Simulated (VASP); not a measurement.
# CdSe (F-43m) in VASP: settings compared

Aim: see how the results for CdSe move with the level of theory and the settings. Levels: r2SCAN, PBEsol. Tasks: single point.

All numbers are computed with VASP 6.6.1; they aren't measurements. Logs are shortened: lines on timing, memory, paths and dates and some standing lists are left out, and cuts for length are marked.

## 1. The cell of the first run

Symmetry: F-43m, No. 216, cubic system. Conventional cell: a = 6.136 Å, b = 6.136 Å, c = 6.136 Å, α = 90.00°, β = 90.00°, γ = 90.00°. Cd (site symmetry -43m) has 4 Se at 2.66 Å within 3.5 Å. Se (site symmetry -43m) has 4 Cd at 2.66 Å within 3.5 Å.

## 2. Single point, r2SCAN

Contents of POSCAR:

```
CdSe
1.0
    0.0000000000      3.0677809647      3.0677809647
    3.0677809647      0.0000000000      3.0677809647
    3.0677809647      3.0677809647      0.0000000000
Cd Se
1 1
Direct
    0.0000000000      0.0000000000      0.0000000000
    0.2500000000      0.2500000000      0.2500000000
```

Contents of INCAR.step1:

```
SYSTEM = CdSe
PREC = Accurate
ENCUT = 520
ISMEAR = 0
SIGMA = 0.01
LREAL = .FALSE.
LASPH = .TRUE.
NELM = 60
NBANDS = 16
GGA = PE
ALGO = Normal
EDIFF = 1E-4
LWAVE = .TRUE.
LCHARG = .FALSE.
```

Contents of INCAR.step2:

```
SYSTEM = CdSe
PREC = Accurate
ENCUT = 520
EDIFF = 1E-6
ISMEAR = 0
SIGMA = 0.01
LREAL = .FALSE.
LASPH = .TRUE.
NELM = 60
ALGO = Normal
ISIF = 2
LWAVE = .FALSE.
LCHARG = .FALSE.
METAGGA = R2SCAN
LMIXTAU = .TRUE.
NBANDS = 16
ISTART = 1
```

Contents of KPOINTS:

```
Automatic mesh
0
G
  4 4 4
  0 0 0
```

Potentials or basis: VASP PAW PBE potentials, release 64 (Cd, Se).

On the command line:

```bash
$ cat potpaw_PBE.64/Cd/POTCAR potpaw_PBE.64/Se/POTCAR > POTCAR
$ cp INCAR.step1 INCAR
$ mpirun -np 1 vasp_std > vasp.out
$ cp INCAR.step2 INCAR
$ mpirun -np 1 vasp_std > vasp.out
```

OUTCAR:

```text
SYSTEM = CdSe
   PREC = Accurate
   ENCUT = 520
   EDIFF = 1E-6
   ISMEAR = 0
   LREAL = .FALSE.
   LASPH = .TRUE.
   NELM = 60
   ISIF = 2
   METAGGA = R2SCAN
   ISTART = 1

 ion  position               nearest neighbor table
   1  0.000  0.000  0.000-   2 2.66   2 2.66   2 2.66   2 2.66
   2  0.250  0.250  0.250-   1 2.66   1 2.66   1 2.66   1 2.66

  LATTYP: Found a face centered cubic cell.
 ALAT       =     6.1355619294

  Lattice vectors:

 A1 = (   0.0000000000,   3.0677809647,   3.0677809647)
 A2 = (   3.0677809647,   0.0000000000,   3.0677809647)
 A3 = (   3.0677809647,   3.0677809647,   0.0000000000)

Analysis of symmetry for initial positions (statically):
=====================================================================
 Subroutine PRICEL returns:
 Original cell was already a primitive cell.

 Routine SETGRP: Setting up the symmetry group for a
 face centered cubic supercell.

 Subroutine GETGRP returns: Found 24 space group operations
 (whereof 24 operations were pure point group operations)
 out of a pool of 48 trial point group operations.

The static configuration has the point symmetry T_d .

Analysis of symmetry for dynamics (positions and initial velocities):
=====================================================================
 Subroutine PRICEL returns:
 Original cell was already a primitive cell.

 Routine SETGRP: Setting up the symmetry group for a
 face centered cubic supercell.

 Subroutine GETGRP returns: Found 24 space group operations
 (whereof 24 operations were pure point group operations)
 out of a pool of 48 trial point group operations.

The dynamic configuration has the point symmetry T_d .

 Subroutine INISYM returns: Found 24 space group operations
 (whereof 24 operations are pure point group operations),
 and found     1 'primitive' translations

----------------------------------------------------------------------------------------

                                     Primitive cell

  volume of cell :      57.7435

  direct lattice vectors                    reciprocal lattice vectors
     0.000000000  3.067780965  3.067780965    -0.162984257  0.162984257  0.162984257
     3.067780965  0.000000000  3.067780965     0.162984257 -0.162984257  0.162984257
     3.067780965  3.067780965  0.000000000     0.162984257  0.162984257 -0.162984257

  length of vectors
     4.338497447  4.338497447  4.338497447     0.282297013  0.282297013  0.282297013

[... 62 lines left out ...]
   NELM   =     60;   NELMIN=  2; NELMDL=  0     # of ELM steps
   EDIFF  = 0.1E-05   stopping-criterion for ELM
   LREAL  =      F    real-space projection
   EDIFFG = 0.1E-04   stopping-criterion for IOM
   NSW    =      0    number of steps for IOM
   IBRION =     -1    ionic relax: 0-MD 1-quasi-New 2-CG
   NFREE  =      0    steps in history (QN), initial steepest desc. (CG)
   ISIF   =      2    stress and relaxation
   ISYM   =      2    0-nonsym 1-usesym 2-fastsym
   POTIM  = 0.5000    time-step for ionic-motion
   TEBEG  =    0.0;   TEEND  =   0.0 temperature during run
   PSTRESS=    0.0 pullay stress
   NELECT =      18.0000    total number of electrons
   NUPDOWN=      -1.0000    fix difference up-down
   EMIN   =  10.00;   EMAX   =-10.00  energy-range for DOS
   EFERMI =   0.00;   METHOD = LEGACY
   ISMEAR =     0;   SIGMA  =   0.01  broadening in eV -4-tet -1-fermi 0-gaus
   EFERMI_NEDOS =   21; number of points for ismear=-14 and -15
   IALGO  =     38    algorithm
   IMIX   =      4    mixing-type and parameters
     AMIX     =   0.40;   BMIX     =  1.00
     AMIX_MAG =   1.60;   BMIX_MAG =  1.00
  volume/ion in A,a.u.               =      28.87       194.84
  Fermi-wavevector in a.u.,A,eV,Ry     =   1.110021  2.097636 16.764382  1.232147
  Thomas-Fermi vector in A             =   2.246568
   LORBIT       =      0    0 simple, 1 ext, 2 COOP (PROOUT), +10 PAW based schemes
   METAGGA = R2SCAN    functional components
   LHFCALC =     F    Hartree Fock is set to
   AEXX    =    0.0000 exact exchange contribution
   IVDW    =     0    specifies the selected vdW correction
   LEPSILON=     F    determine dielectric tensor
   LRPA    =     F    only Hartree local field effects (RPA)
 non-spin polarized calculation
 Gauss-broadening in eV      SIGMA  =   0.01
  energy-cutoff  :      520.00
  volume of cell :       57.74
 maximum number of plane-waves:      1588
   NGX = 17   NGY = 17   NGZ = 17

 number of electron      18.0000008 magnetization

 Free energy of the ion-electron system (eV)
  ---------------------------------------------------
  ext. energy  EPLUGINS =         0.00000000
  ---------------------------------------------------
  free energy    TOTEN  =       -35.87639897 eV

  energy without entropy =      -35.87639897  energy(sigma->0) =      -35.87639897

 E-fermi :   0.5169     XC(G=0):  -9.2954

 val. band max:        0.4611442454   @ k =   0.0000   0.0000   0.0000
 cond. band min:       1.4757354443   @ k =   0.0000   0.0000   0.0000
 fundamental gap:      1.0145911990
 Fermi energy:         0.5168634587

 k-point     1 :       0.0000    0.0000    0.0000
  band No.  band energies     occupation
      1     -12.4045      2.00000
      2      -7.6455      2.00000
      3      -7.6455      2.00000
      4      -7.6455      2.00000
      5      -7.2750      2.00000
      6      -7.2750      2.00000
[... 129 lines left out ...]
      3      -7.4558      2.00000
      4      -7.3085      2.00000
      5      -7.2694      2.00000
      6      -6.8061      2.00000
[... 8 lines left out ...]
     15      13.6665      0.00000
     16      14.1307      0.00000

------------------------ aborting loop because EDIFF is reached ----------------------------------------

  FORCE on cell =-STRESS in cart. coord.  units (eV):
  Direction    XX          YY          ZZ          XY          YZ          ZX
  --------------------------------------------------------------------------------------
  -------------------------------------------------------------------------------------
  Total        0.1302974      0.1302974      0.1302974      0.0000000      0.0000000     -0.0000000
  in kB        3.6152904      3.6152904      3.6152904      0.0000000      0.0000000     -0.0000000
  external PRESSURE =       3.6152904 kB  Pullay stress =       0.0000000 kB

 VOLUME and BASIS-vectors are now :
 -----------------------------------------------------------------------------
  energy-cutoff  :      520.00
  volume of cell :       57.74
      direct lattice vectors                 reciprocal lattice vectors
     0.000000000  3.067780965  3.067780965    -0.162984257  0.162984257  0.162984257
     3.067780965  0.000000000  3.067780965     0.162984257 -0.162984257  0.162984257
     3.067780965  3.067780965  0.000000000     0.162984257  0.162984257 -0.162984257

 POSITION                                       TOTAL-FORCE (eV/Angst)
 -----------------------------------------------------------------------------------
      0.00000      0.00000      0.00000         0.000000      0.000000     -0.000000
      1.53389      1.53389      1.53389        -0.000000     -0.000000      0.000000
 -----------------------------------------------------------------------------------
    total drift:                               -0.000004     -0.000004     -0.000004

  FREE ENERGIE OF THE ION-ELECTRON SYSTEM (eV)
  ---------------------------------------------------
  free  energy   TOTEN  =       -35.8763989708 eV

  energy  without entropy=      -35.8763989708  energy(sigma->0) =      -35.87639897
```

OUTCAR.step1:

```text
SYSTEM = CdSe
   PREC = Accurate
   ENCUT = 520
   ISMEAR = 0
   LREAL = .FALSE.
   LASPH = .TRUE.
[... 354 lines left out ...]
      0.00000      0.00000      0.00000         0.000000      0.000000      0.000000
      1.53389      1.53389      1.53389        -0.000000     -0.000000     -0.000000
 -----------------------------------------------------------------------------------
    total drift:                               -0.000000     -0.000000     -0.000000

  FREE ENERGIE OF THE ION-ELECTRON SYSTEM (eV)
  ---------------------------------------------------
  free  energy   TOTEN  =        -5.4417460459 eV

  energy  without entropy=       -5.4417460459  energy(sigma->0) =       -5.44174605
```

OSZICAR.step1:

```text
N       E                     dE             d eps       ncg     rms          rms(c)
DAV:   1     0.105060344974E+03    0.10506E+03   -0.91149E+03   264   0.102E+03
DAV:   2    -0.190319571043E+01   -0.10696E+03   -0.10201E+03   304   0.244E+02
DAV:   3    -0.582102246335E+01   -0.39178E+01   -0.39136E+01   288   0.481E+01
DAV:   4    -0.583793386104E+01   -0.16911E-01   -0.16911E-01   360   0.323E+00
DAV:   5    -0.583803829074E+01   -0.10443E-03   -0.10443E-03   288   0.219E-01    0.593E+00
DAV:   6    -0.546401834947E+01    0.37402E+00   -0.55348E-01   360   0.877E+00    0.474E+00
DAV:   7    -0.544019185028E+01    0.23826E-01   -0.14861E-01   296   0.256E+00    0.207E+00
DAV:   8    -0.544142385379E+01   -0.12320E-02   -0.14373E-02   296   0.143E+00    0.246E-01
DAV:   9    -0.544166379700E+01   -0.23994E-03   -0.14691E-03   312   0.484E-01    0.491E-02
DAV:  10    -0.544174604587E+01   -0.82249E-04   -0.16019E-04   264   0.157E-01
   1 F= -.54417460E+01 E0= -.54417460E+01  d E =-.159061E-12
```

Wall time 27 s (1 thread of Intel Xeon Platinum 8488C (Sapphire Rapids), shared host); peak memory 0.18 GiB.

Results:

```
Free energy            : -35.8764 eV
Pressure               : 0.4 GPa
Band gap on the k mesh : 1.01 eV, direct
```

Caveat: the k points lie up to 0.44 Å⁻¹ apart; the PAW data sets were made with another functional, which shifts forces and pressure a little.

## 3. Single point, PBEsol

Contents of INCAR:

```
SYSTEM = CdSe
PREC     = Accurate       ! precision mode
ENCUT    = 520            ! plane-wave cutoff, eV
EDIFF    = 1E-6           ! SCF threshold, eV
ISMEAR   = 0              ! smearing method
SIGMA    = 0.01           ! smearing width, eV
LREAL    = .False.        ! projectors in reciprocal space
LASPH    = .True.         ! aspherical terms in the spheres
NELM     = 80             ! most SCF steps
ALGO     = Normal         ! electronic algorithm
ISIF     = 2              ! what is computed and relaxed
LWAVE    = .False.        ! write WAVECAR
LCHARG   = .True.         ! write CHGCAR
GGA      = PS             ! functional
LELF     = .True.         ! ELF
LVHAR    = .True.       
NBANDS   = 16             ! bands
```

Contents of KPOINTS:

```
regular mesh
0
Gamma
  8 8 8
  0 0 0
```

POSCAR is that of step 2.

Potentials or basis: VASP PAW PBE potentials, release 64 (Cd, Se).

On the command line:

```bash
$ cat potpaw_PBE.64/Cd/POTCAR potpaw_PBE.64/Se/POTCAR > POTCAR
$ mpirun -np 1 vasp_std > vasp.out
```

Wall time 16 s (1 thread of Intel Xeon Platinum 8488C (Sapphire Rapids), shared host); peak memory 0.18 GiB.

The run converged. Its results:

```
Free energy            : -6.1738 eV
Pressure               : -1.0 GPa
Band gap on the k mesh : 0.43 eV, direct
```

Levels at points of the mesh, in eV from the valence-band top:
| k point | band 7 | band 8 | band 9 | band 10 | band 11 | band 12 |
| --- | --- | --- | --- | --- | --- | --- |
| (0.00, 0.00, 0.00) | 0.00 | 0.00 | 0.00 | 0.43 | 5.85 | 5.85 |
| (0.50, 0.00, 0.00) | -4.30 | -0.72 | -0.72 | 2.26 | 6.36 | 6.36 |
| (0.50, 0.50, 0.00) | -4.01 | -1.79 | -1.79 | 3.05 | 3.65 | 8.86 |

Caveat: the PAW data sets were made with another functional, which shifts forces and pressure a little. As with any semilocal functional, this PBEsol gap is likely too small.
